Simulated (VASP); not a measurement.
Write the native input for VASP 6.6.1 that does the following.

```yaml
Task: single point
Functional: PBE
Potentials_or_basis: VASP PAW PBE potentials, release 64 (In_d, Sb)
Cutoff: 520 eV
k_mesh: 10 × 10 × 10
Occupations: gaussian, width 0.15 eV
Spin: no spin polarisation
Dipole_correction: no
Further_INCAR_settings: ALGO = Normal; EDIFF = 1e-06; NBANDS = 22
```

The structure of InSb3 lies in POSCAR:

```
InSb3
1.0
    5.0690982686      0.0000000000      0.0000000000
    0.0000000000      5.0690982686      0.0000000000
    0.0000000000      0.0000000000      4.2256003167
In Sb
1 3
Direct
    0.0000000000      0.0000000000      0.0000000000
    0.5000000000      0.0000000000      0.5000000000
    0.0000000000      0.5000000000      0.5000000000
    0.5000000000      0.5000000000      0.0000000000
```

This cell differs from its parent crystal: volume 27.145 Å^3 an atom, c/a of the conventional cell 0.8336.

The input as run:

INCAR

```
SYSTEM = InSb3
  PREC = Accurate
  ENCUT = 520
  EDIFF = 1E-6
  ISMEAR = 0
  SIGMA = 0.15
  LREAL = .False.
  LASPH = .True.
  NELM = 60
  ALGO = Normal
  ISIF = 2
  LWAVE = .False.
  LCHARG = .False.
  GGA = PE
  NBANDS = 22
```

KPOINTS

```
Automatic mesh
0
Gamma
  10 10 10
  0 0 0
```

Potentials or basis: VASP PAW PBE potentials, release 64 (In_d, Sb).

Command:

```console
$ cat potpaw_PBE.64/In_d/POTCAR potpaw_PBE.64/Sb/POTCAR > POTCAR
$ mpirun -np 1 vasp_std > vasp.out
```

Results of the run:

* Pressure: 1.0 GPa
* Band gap on the k mesh: zero (band 14 reaches 10.47 eV, above the bottom of band 15 at 6.63 eV)

Caveat: spin-orbit coupling is left out, which moves the levels of the heavy elements.

Wall time 2.4 min on 1 thread of Intel(R) Xeon(R) Platinum 8259CL CPU @ 2.50GHz (Skylake/Cascade Lake) (shared host), peak memory 0.41 GiB.
